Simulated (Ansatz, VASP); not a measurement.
## Two plane-wave programs on Au

```
Au
1.0
     0.00000    2.04550    2.04550
     2.04550    0.00000    2.04550
     2.04550    2.04550    0.00000
Au
1
Cartesian
  0.0000 0.0000 0.0000
```

Alike in both runs: task relaxation of cell and atoms; functional r2SCAN; k mesh 18 × 18 × 18; occupations gaussian, width 0.1 eV; no spin polarisation.

|  | VASP | Ansatz |
| --- | --- | --- |
| version | VASP 6.6.1 | Ansatz 0.2.0 |
| potentials or method | VASP PAW PBE potentials, release 64 (Au), cutoff 600 eV | scalar-relativistic, plane waves, PAW |
| valence electrons in the cell | 11 | 19 |

Ansatz gave:

```
gap on the k mesh at the Fermi level, each at its own relaxed structure (eV)  : none
relaxed volume (Å³/atom)                                                      : 17.54
relaxed length of the cell vector where the two differ most in proportion (Å) : 2.916
```

Task: What did VASP give for the same quantities?

Result: gap on the k mesh at the Fermi level, each at its own relaxed structure (eV): none; relaxed volume (Å³/atom): 17.58; relaxed length of the cell vector where the two differ most in proportion (Å): 2.919.

VASP's potentials were made for PBE, not for r2SCAN. A gap of «none» marks a metal or a gap that the smearing closes. VASP's potentials hold 11 valence electrons a cell and Ansatz's 19, so a difference there can come from the potentials and not from the codes.

Neither program's run includes spin-orbit coupling.
